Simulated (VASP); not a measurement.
Here is a VASP 6.6.1 calculation.

The input INCAR:

```
PREC = Accurate
ENCUT = 520
EDIFF = 1E-6
ISMEAR = 0
SIGMA = 0.1
LREAL = False
LASPH = True
NELM = 150
ALGO = Fast
ISIF = 2
LWAVE = False
LCHARG = False
LMAXMIX = 4
LDAU = True
LDAUTYPE = 2
LDAUL = 2
LDAUU = 2.1
LDAUJ = 0
LDAUPRINT = 1
GGA = PE
NBANDS = 12
```

Contents of KPOINTS:

```
regular mesh
0
Gamma
  8 8 8
```

The input POSCAR:

```
Sc
1.0
    0.0000000000      2.3268462047      2.3268462047
    2.3268462047      0.0000000000      2.3268462047
    2.3268462047      2.3268462047      0.0000000000
Sc
1
Direct
    0.0000000000      0.0000000000      0.0000000000
```

Potentials or basis: VASP PAW PBE potentials, release 64 (Sc_sv).

The run is started by

```bash
$ cat potpaw_PBE.64/Sc_sv/POTCAR > POTCAR
$ mpirun -np 1 vasp_std > vasp.out
```

(1) Estimate the pressure.

Results:

(1) 2.8 GPa.

Caveat: U without spin polarisation on a metal has little footing; the U is typed as a test and isn't derived for this compound.
